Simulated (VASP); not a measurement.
Here is a VASP 6.6.1 calculation.

The input INCAR:

```
  PREC = Accurate
  ENCUT = 600
  EDIFF = 1E-6
  ISMEAR = 0
  SIGMA = 0.1
  LREAL = F
  LASPH = T
  NELM = 100
  ALGO = Normal
  ISIF = 3
  LWAVE = F
  LCHARG = F
  GGA = PE
  IBRION = 2
  NSW = 90
  EDIFFG = -0.04
```

KPOINTS

```
regular mesh
0
Gamma
  6 6 2
```

Contents of POSCAR:

```
KSb5
1.0
    5.1831044200      0.0000000000      0.0000000000
   -2.5915522100      4.4887001000      0.0000000000
    0.0000000000      0.0000000000      8.4608026900
K Sb
1 5
Direct
    0.0000000000      0.0000000000      0.0000000000
    0.5000000000      0.0000000000      0.0000000000
    0.0000000000      0.5000000000      0.0000000000
    0.5000000000      0.5000000000      0.0000000000
    0.0000000000      0.0000000000      0.6925886300
    0.0000000000      0.0000000000      0.3074113700
```

Potentials or basis: VASP PAW PBE potentials, release 64 (K_sv, Sb).

The run is started by

```bash
$ cat potpaw_PBE.64/K_sv/POTCAR potpaw_PBE.64/Sb/POTCAR > POTCAR
$ mpirun -np 1 vasp_std > vasp.out
```

(1) Estimate the space group after relaxing (to 0.1 Å).

(2) Predict the relaxed volume.

(3) What does it give for the relaxed cell?

(4) What does it give for the band gap on the k mesh?

## Answers

(1) P6/mmm (No. 191).

(2) 58.63 Å³/atom.

(3) a = 6.469 Å, b = 6.469 Å, c = 9.705 Å, α = 90.00°, β = 90.00°, γ = 120.00°.

(4) zero (bands 17 and 18 overlap by 0.69 eV).

Caveat: the k points lie up to 0.32 Å⁻¹ apart in the final cell, too coarse for converged energies and pressures of a metal; the volume moved by over 15 % at a fixed basis, so the end points are rough; spin-orbit coupling is left out, which moves the levels of the heavy elements.
